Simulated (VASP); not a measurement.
Input of a VASP 6.6.1 run:

File INCAR:

```
ALGO = Normal
EDIFF = 1E-6
ENCUT = 520
GGA = PE
ISIF = 2
ISMEAR = -1
ISYM = 0
LASPH = T
LCHARG = T
LELF = T
LREAL = F
LVHAR = T
LWAVE = F
NBANDS = 28
NELM = 60
PREC = Accurate
SIGMA = 0.05
```

File KPOINTS:

```
k-points
0
Gamma
  4 4 5
```

The input POSCAR:

```
CsBa3
1.0
   -3.2464700000      3.2464700000      6.8033800000
    3.2464700000     -3.2464700000      6.8033800000
    3.2464700000      3.2464700000     -6.8033800000
Cs Ba
1 3
Direct
    0.0000000000      0.0000000000      0.0000000000
    0.7500000000      0.2500000000      0.5000000000
    0.2500000000      0.7500000000      0.5000000000
    0.5000000000      0.5000000000      0.0000000000
```

Potentials or basis: VASP PAW PBE potentials, release 64 (Cs_sv, Ba_sv).

Command:

```bash
$ cat potpaw_PBE.64/Cs_sv/POTCAR potpaw_PBE.64/Ba_sv/POTCAR > POTCAR
$ mpirun -np 1 vasp_std > vasp.out
```

Q: Estimate the band gap on the k mesh.

A: Zero (an odd number of electrons rules out a gap without spin polarisation).

Q: Predict the pressure.

A: 0.0 GPa.

Stress tensor (GPa, compression positive):
```
 0.08  0.01  0.02
 0.01  0.08  0.02
 0.02  0.02 -0.03
```

Caveat: spin-orbit coupling is left out, which moves the levels of the heavy elements.
